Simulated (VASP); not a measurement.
# Si (P6/mmm) in VASP: further runs

Si is run at these levels: PBEsol; tasks: single point.

Everything below comes from runs of VASP 6.6.1. Logs are shortened: lines on timing, memory, paths and dates and some standing lists are left out, and cuts for length are marked.

## 1. The cell of the first run

The structure is hexagonal, space group P6/mmm (No. 191). Conventional cell: a = 4.309 Å, b = 4.309 Å, c = 2.476 Å, α = 90.00°, β = 90.00°, γ = 120.00°. Si (site symmetry 6/mmm) has 14 Si at 2.48 to 2.78 Å within 3.3 Å. Si (site symmetry -6m2) has 11 Si at 2.48 to 2.78 Å within 3.3 Å.

## 2. Single point, PBEsol (volume scaled by 0.92)

INCAR reads:

```
ALGO = Normal
EDIFF = 1E-6
ENCUT = 520
GGA = PS
ISIF = 2
ISMEAR = -1
LASPH = T
LCHARG = F
LREAL = F
LWAVE = F
NBANDS = 13
NELM = 100
PREC = Accurate
SIGMA = 0.1
```

KPOINTS reads:

```
k-points
0
Gamma
  9 9 14
```

POSCAR reads:

```
Si
1.0
    4.3093561131      0.0000000000      0.0000000000
   -2.1546780566      3.7320118678      0.0000000000
    0.0000000000      0.0000000000      2.4764822638
Si
3
Direct
    1.0000000000      1.0000000000      0.0000000000
    0.3333333333      0.6666666667      0.5000000000
    0.6666666667      0.3333333333      0.5000000000
```

Potentials or basis: VASP PAW PBE potentials, release 64 (Si).

Started as:

```console
$ cat potpaw_PBE.64/Si/POTCAR > POTCAR
$ mpirun -np 1 vasp_std > vasp.out
```

OUTCAR:

```text
EDIFF = 1E-6
   ENCUT = 520
   GGA = PS
   ISIF = 2
   ISMEAR = -1
   LASPH = T
   LREAL = F
   NELM = 100
   PREC = Accurate

 ion  position               nearest neighbor table
   1  0.000  0.000  0.000-   2 2.78   3 2.78   2 2.78   3 2.78   2 2.78   2 2.78   3 2.78   3 2.78
                             3 2.78   3 2.78   2 2.78   2 2.78
   2  0.333  0.667  0.500-   3 2.49   3 2.49   3 2.49   1 2.78   1 2.78   1 2.78   1 2.78   1 2.78
                             1 2.78
   3  0.667  0.333  0.500-   2 2.49   2 2.49   2 2.49   1 2.78   1 2.78   1 2.78   1 2.78   1 2.78
                             1 2.78

  LATTYP: Found a hexagonal cell.
 ALAT       =     4.3093561131
 C/A-ratio  =     0.5746757053

  Lattice vectors:

 A1 = (   4.3093561131,   0.0000000000,   0.0000000000)
 A2 = (  -2.1546780566,   3.7320118678,   0.0000000000)
 A3 = (   0.0000000000,   0.0000000000,   2.4764822638)

Analysis of symmetry for initial positions (statically):
=====================================================================
 Subroutine PRICEL returns:
 Original cell was already a primitive cell.

 Routine SETGRP: Setting up the symmetry group for a
 hexagonal supercell.

 Subroutine GETGRP returns: Found 24 space group operations
 (whereof 24 operations were pure point group operations)
 out of a pool of 24 trial point group operations.

The static configuration has the point symmetry D_6h.

Analysis of symmetry for dynamics (positions and initial velocities):
=====================================================================
 Subroutine PRICEL returns:
 Original cell was already a primitive cell.

 Routine SETGRP: Setting up the symmetry group for a
 hexagonal supercell.

 Subroutine GETGRP returns: Found 24 space group operations
 (whereof 24 operations were pure point group operations)
 out of a pool of 24 trial point group operations.

The dynamic configuration has the point symmetry D_6h.

 Subroutine INISYM returns: Found 24 space group operations
 (whereof 24 operations are pure point group operations),
 and found     1 'primitive' translations

----------------------------------------------------------------------------------------

                                     Primitive cell

  volume of cell :      39.8282

  direct lattice vectors                    reciprocal lattice vectors
     4.309356113  0.000000000  0.000000000     0.232053229  0.133975994  0.000000000
    -2.154678057  3.732011868  0.000000000     0.000000000  0.267951988  0.000000000
     0.000000000  0.000000000  2.476482264     0.000000000  0.000000000  0.403798571

  length of vectors
     4.309356113  4.309356113  2.476482264     0.267951988  0.267951988  0.403798571

  position of ions in fractional coordinates (direct lattice)
     0.000000000  0.000000000  0.000000000
     0.333333333  0.666666667  0.500000000
     0.666666667  0.333333333  0.500000000

  ion indices of the primitive-cell ions
   primitive index   ion index
                 1           1
                 2           2
                 3           3

----------------------------------------------------------------------------------------

 KPOINTS: k-points

Automatic generation of k-mesh.
 Grid dimensions read from file:
 generate k-points for:    9    9   14

 Generating k-lattice:

  Cartesian coordinates                     Fractional coordinates (reciprocal lattice)
     0.025783692  0.014886222  0.000000000     0.111111111  0.000000000  0.000000000
     0.000000000  0.029772443  0.000000000     0.000000000  0.111111111  0.000000000
     0.000000000  0.000000000  0.028842755     0.000000000  0.000000000  0.071428571

  Length of vectors
     0.029772443  0.029772443  0.028842755

  Shift w.r.t. Gamma in fractional coordinates (k-lattice)
     0.000000000  0.000000000  0.000000000

 Subroutine IBZKPT returns following result:
 ===========================================

 Found     96 irreducible k-points:

 Following reciprocal coordinates:
            Coordinates               Weight
  0.000000  0.000000  0.000000      1.000000
  0.111111  0.000000  0.000000      6.000000
  0.222222  0.000000  0.000000      6.000000
  0.333333  0.000000  0.000000      6.000000
  0.444444  0.000000  0.000000      6.000000
  0.111111  0.111111  0.000000      6.000000
[... 16 lines left out ...]
  0.333333  0.222222  0.071429     24.000000
  0.333333  0.333333  0.071429      4.000000
 [... further k-points ...]
   k-points           NKPTS =     96   k-points in BZ     NKDIM =     96   number of bands    NBANDS=     13
   number of dos      NEDOS =    301   number of ions     NIONS =      3
   total plane-waves  NPLWV =  18432
   dimension x,y,z NGX =    32 NGY =   32 NGZ =   18
   dimension x,y,z NGXF=    64 NGYF=   64 NGZF=   36
   ions per type =               3
   NGX,Y,Z   is equivalent  to a cutoff of  12.34, 12.34, 12.08 a.u.
   NGXF,Y,Z  is equivalent  to a cutoff of  24.69, 24.69, 24.17 a.u.
 SYSTEM =  unknown system
   PREC   = accura    normal or accurate (medium, high low for compatibility)
   ISTART =      0    job   : 0-new  1-cont  2-samecut
   ICHARG =      2    charge: 1-file 2-atom 10-const
   ISPIN  =      1    spin polarized calculation?
   LNONCOLLINEAR =      F non collinear calculations
   LSORBIT =      F    spin-orbit coupling
   LASPH  =      T    aspherical Exc in radial PAW
   ENCUT  =  520.0 eV  38.22 Ry    6.18 a.u.   8.01  8.01  4.60*2*pi/ulx,y,z
   NELM   =    100;   NELMIN=  2; NELMDL= -5     # of ELM steps
   EDIFF  = 0.1E-05   stopping-criterion for ELM
   LREAL  =      F    real-space projection
   EDIFFG = 0.1E-04   stopping-criterion for IOM
   NSW    =      0    number of steps for IOM
   IBRION =     -1    ionic relax: 0-MD 1-quasi-New 2-CG
   NFREE  =      0    steps in history (QN), initial steepest desc. (CG)
   ISIF   =      2    stress and relaxation
   ISYM   =      2    0-nonsym 1-usesym 2-fastsym
   POTIM  = 0.5000    time-step for ionic-motion
   TEBEG  =    0.0;   TEEND  =   0.0 temperature during run
   PSTRESS=    0.0 pullay stress
   NELECT =      12.0000    total number of electrons
   NUPDOWN=      -1.0000    fix difference up-down
   EMIN   =  10.00;   EMAX   =-10.00  energy-range for DOS
   EFERMI =   0.00;   METHOD = LEGACY
   ISMEAR =    -1;   SIGMA  =   0.10  broadening in eV -4-tet -1-fermi 0-gaus
   EFERMI_NEDOS =   21; number of points for ismear=-14 and -15
   IALGO  =     38    algorithm
   IMIX   =      4    mixing-type and parameters
     AMIX     =   0.40;   BMIX     =  1.00
     AMIX_MAG =   1.60;   BMIX_MAG =  1.00
  volume/ion in A,a.u.               =      13.28        89.59
  Fermi-wavevector in a.u.,A,eV,Ry     =   1.097501  2.073977 16.388341  1.204509
  Thomas-Fermi vector in A             =   2.233862
   LORBIT       =      0    0 simple, 1 ext, 2 COOP (PROOUT), +10 PAW based schemes
   GGA     = PS    functional components
   LHFCALC =     F    Hartree Fock is set to
   AEXX    =    0.0000 exact exchange contribution
   IVDW    =     0    specifies the selected vdW correction
   LEPSILON=     F    determine dielectric tensor
   LRPA    =     F    only Hartree local field effects (RPA)
 non-spin polarized calculation
  energy-cutoff  :      520.00
  volume of cell :       39.83
 maximum number of plane-waves:      1087
   NGX = 17   NGY = 17   NGZ =  9

 number of electron      11.9999999 magnetization

 Free energy of the ion-electron system (eV)
  ---------------------------------------------------
  ext. energy  EPLUGINS =         0.00000000
  ---------------------------------------------------
  free energy    TOTEN  =       -16.03734797 eV

  energy without entropy =      -15.99974178  energy(sigma->0) =      -16.01854487

 E-fermi :  11.1836     XC(G=0): -11.5846

 val. band max:       11.1713379386   @ k =   0.2222   0.1111   0.3571
 cond. band min:      11.1850649740   @ k =   0.2222   0.0000   0.4286
 fundamental gap:      0.0137270354
 Fermi energy:        11.1836070275

 k-point     1 :       0.0000    0.0000    0.0000
  band No.  band energies     occupation
      1      -3.9837      2.00000
      2       5.8726      2.00000
      3       6.0614      2.00000
      4       6.2805      2.00000
      5       6.2805      2.00000
      6       6.3432      2.00000
      7       6.3432      2.00000
      8      17.8672      0.00000
      9      18.9989      0.00000
     10      23.0901      0.00000
     11      23.0901      0.00000
     12      23.8474      0.00000
     13      24.4449      0.00000

 k-point     2 :       0.1111    0.0000    0.0000
  band No.  band energies     occupation
      1      -3.8548      2.00000
      2       4.0930      2.00000
      3       5.0841      2.00000
      4       5.3377      2.00000
      5       7.3159      2.00000
      6       7.5280      2.00000
      7       8.5139      2.00000
      8      17.9763      0.00000
      9      19.0133      0.00000
     10      21.4169      0.00000
     11      21.7939      0.00000
     12      23.9612      0.00000
     13      24.4571      0.00000

 k-point     3 :       0.2222    0.0000    0.0000
  band No.  band energies     occupation
      1      -3.4689      2.00000
      2       2.2325      2.00000
      3       4.3388      2.00000
      4       4.6071      2.00000
      5       8.7572      2.00000
      6       8.9835      2.00000
      7      11.0177      1.68012
      8      18.3033      0.00000
      9      18.4219      0.00000
     10      19.4889      0.00000
     11      19.9581      0.00000
     12      23.0994      0.00000
     13      23.6761      0.00000
[... 305 lines left out ...]
 k-point    23 :       0.3333    0.2222    0.0714
  band No.  band energies     occupation
      1      -1.4320      2.00000
      2      -0.2885      2.00000
      3       0.8477      2.00000
      4       7.5270      2.00000
      5       9.6951      2.00000
      6      11.8280      0.00318
      7      15.8246      0.00000
      8      16.6602      0.00000
      9      17.3131      0.00000
     10      17.9445      0.00000
     11      18.8804      0.00000
     12      19.9788      0.00000
     13      20.9145      0.00000

 k-point    24 :       0.3333    0.3333    0.0714
  band No.  band energies     occupation
      1      -0.4864      2.00000
      2      -0.3795      2.00000
      3      -0.3795      2.00000
      4       9.4397      2.00000
      5       9.6454      2.00000
      6       9.6454      2.00000
      7      17.3061      0.00000
      8      17.3061      0.00000
      9      18.2956      0.00000
     10      18.4933      0.00000
     11      18.8954      0.00000
     12      18.8954      0.00000
     13      20.3012      0.00000

 [... further k-points ...]
[... 5 lines left out ...]
  --------------------------------------------------------------------------------------
  -------------------------------------------------------------------------------------
  Total        2.1343585      2.1343585      3.4524313     -0.0000000      0.0000000      0.0000000
  in kB       85.8592977     85.8592977    138.8816954     -0.0000000      0.0000000      0.0000000
  external PRESSURE =     103.5334303 kB  Pullay stress =       0.0000000 kB

 VOLUME and BASIS-vectors are now :
 -----------------------------------------------------------------------------
  energy-cutoff  :      520.00
  volume of cell :       39.83
      direct lattice vectors                 reciprocal lattice vectors
     4.309356113  0.000000000  0.000000000     0.232053229  0.133975994  0.000000000
    -2.154678057  3.732011868  0.000000000     0.000000000  0.267951988  0.000000000
     0.000000000  0.000000000  2.476482264     0.000000000  0.000000000  0.403798571

 POSITION                                       TOTAL-FORCE (eV/Angst)
 -----------------------------------------------------------------------------------
      0.00000      0.00000      0.00000        -0.000000      0.000000      0.000000
     -0.00000      2.48801      1.23824        -0.000000      0.000000      0.000000
      2.15468      1.24400      1.23824         0.000000     -0.000000      0.000000
 -----------------------------------------------------------------------------------
    total drift:                               -0.000000      0.000000      0.000000

  FREE ENERGIE OF THE ION-ELECTRON SYSTEM (eV)
  ---------------------------------------------------
  free  energy   TOTEN  =       -16.0373479683 eV

  energy  without entropy=      -15.9997417764  energy(sigma->0) =      -16.01854487
```

It took 17 s on 1 thread of AMD EPYC 9R45 (Zen 5), shared host; peak memory 0.13 GiB.

Results:

```yaml
Free_energy: -16.0373 eV
Pressure: 10.4 GPa
Band_gap_on_the_k_mesh: zero (band 6 reaches 14.06 eV, above the bottom of band 7 at 6.34 eV)
```

Levels at points of the mesh, in eV from the Fermi level:
```tsv
k point	band 2	band 3	band 4	band 5	band 6	band 7	band 8	band 9	band 10	band 11
(0.00, 0.00, 0.00)	-5.31	-5.12	-4.90	-4.90	-4.84	-4.84	6.68	7.82	11.91	11.91
(0.00, 0.00, 0.50)	-8.94	-0.85	-0.65	-0.65	-0.42	0.72	0.72	0.82	0.82	0.88
```

Caveat: the PAW data sets were made with another functional, which shifts forces and pressure a little.

## 3. Single point, PBEsol (volume scaled by 0.96)

INCAR reads:

```
ALGO     = Normal         # electronic algorithm
EDIFF    = 1E-6           # SCF threshold, eV
ENCUT    = 520            # plane-wave cutoff, eV
GGA      = PS             # functional
ISIF     = 2              # what is computed and relaxed
ISMEAR   = -1             # smearing method
LASPH    = T              # aspherical terms in the spheres
LCHARG   = F              # write CHGCAR
LREAL    = F              # projectors in reciprocal space
LWAVE    = F              # write WAVECAR
NBANDS   = 13             # bands
NELM     = 100            # most SCF steps
PREC     = Accurate       # precision mode
SIGMA    = 0.1            # smearing width, eV
```

KPOINTS is that of step 2.

POSCAR reads:

```
Si
1.0
    4.3709266618      0.0000000000      0.0000000000
   -2.1854633309      3.7853335271      0.0000000000
    0.0000000000      0.0000000000      2.5118653623
Si
3
Direct
    1.0000000000      1.0000000000      0.0000000000
    0.3333333333      0.6666666667      0.5000000000
    0.6666666667      0.3333333333      0.5000000000
```

Potentials or basis: VASP PAW PBE potentials, release 64 (Si).

Started as:

```console
$ cat potpaw_PBE.64/Si/POTCAR > POTCAR
$ mpirun -np 1 vasp_std > vasp.out
```

Run time: 24 s. Hardware: 1 thread of AMD EPYC 9R45 (Zen 5), shared host; peak memory 0.15 GiB.

Results (log left out):

| Quantity | Value |
| --- | --- |
| Free energy | -16.1174 eV |
| Pressure | 4.7 GPa |
| Band gap on the k mesh | zero (band 6 reaches 13.41 eV, above the bottom of band 7 at 5.97 eV) |

Stress tensor (GPa, compression positive):
```
3.32 0.00 0.00
0.00 3.32 0.00
0.00 0.00 7.31
```

Levels at points of the mesh, in eV from the Fermi level:
```csv
k point,band 3,band 4,band 5,band 6,band 7,band 8,band 9,band 10
"(0.00, 0.00, 0.00)",-5.15,-4.69,-4.69,-4.63,-4.63,6.43,7.69,11.36
"(0.00, 0.00, 0.50)",-0.85,-0.63,-0.63,-0.53,0.60,0.83,0.83,0.84
```

Caveat: the PAW data sets were made with another functional, which shifts forces and pressure a little.

(Continued in part 2 of 2.)
